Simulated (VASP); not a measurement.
Runs of VASP 6.6.1 on ZnS. Symmetry: R3m, No. 160, trigonal system. Conventional cell: a = 3.806 Å, b = 3.806 Å, c = 28.056 Å, α = 90.00°, β = 90.00°, γ = 120.00°. Zn (site symmetry 3m) has 4 S at 2.33 to 2.34 Å within 3.1 Å. Zn (site symmetry 3m) has 4 S at 2.33 Å within 3.1 Å. Zn (site symmetry 3m) has 4 S at 2.33 to 2.34 Å within 3.1 Å. Within 3.1 Å of S (site symmetry 3m) lie 4 Zn at 2.33 to 2.34 Å. S (site symmetry 3m) has 4 Zn at 2.33 to 2.34 Å within 3.1 Å. Within 3.1 Å of S (site symmetry 3m) lie 4 Zn at 2.33 Å. 

```csv
level,U,gap on the mesh (eV),pressure (GPa),largest force (eV/Å)
LDA+U,Zn d U = 6.0 eV,2.34,(c),0.02
LDA+U,Zn d U = 3.0 eV,(b),-4.7,0.02
LDA+U,Zn d U = 1.5 eV,2.07,(a),0.02
LDA,-,1.97,-3.7,0.01
LDA+U,Zn d U = 4.5 eV,2.25,-5.3,0.02
```

Alike in all rows: task single point; potentials or basis VASP PAW LDA potentials, release 64 (Zn, S); no spin polarisation; cell as given; k mesh 6 × 6 × 6; cutoff (eV) 520; smearing gaussian 0.01 eV.

Fill in the values left out.

(a) -4.1; (b) 2.16; (c) -6.0.

Caveats: the cell stands under tension.

A k mesh can miss the band edges.
